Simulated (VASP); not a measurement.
Runs of VASP 6.6.1 on NaCl. The structure is that of space group R-3m (No. 166), or close to it. The cells are those of the table. 

| level | cell | k mesh | smearing | gap on the mesh (eV) | pressure (GPa) |
| --- | --- | --- | --- | --- | --- |
| PBE | a = 3.935 Å, angles 63.2°, 2 atoms | 8 × 8 × 8 | fermi-dirac 0.02 eV | 4.82 | 0.0 |
| PBE | a = 4.000 Å, angles 56.8°, 2 atoms | 8 × 8 × 8 | fermi-dirac 0.02 eV | 5.23 | (a) |
| PBE | a = 4.000 Å, angles 56.8°, 2 atoms | 4 × 4 × 4 | gaussian 0.01 eV | 5.23 | 2.9 |
| r2SCAN | a = 4.000 Å, angles 56.8°, 2 atoms | 8 × 8 × 8 | gaussian 0.01 eV | 6.06 | 1.3 |
| PBE | a = 3.935 Å, angles 63.2°, 2 atoms | 4 × 4 × 4 | gaussian 0.01 eV | 4.82 | 0.0 |

Alike in all rows: task single point; potentials or basis VASP PAW PBE potentials, release 64 (Na_pv, Cl); no spin polarisation; cutoff (eV) 520.

Problem. Fill in the values left out.

Solution. (a) 2.8.

Caveats: some runs use coarse meshes; the PAW data sets were made with another functional, which shifts forces and pressure a little (some runs).

A k mesh can miss the band edges.
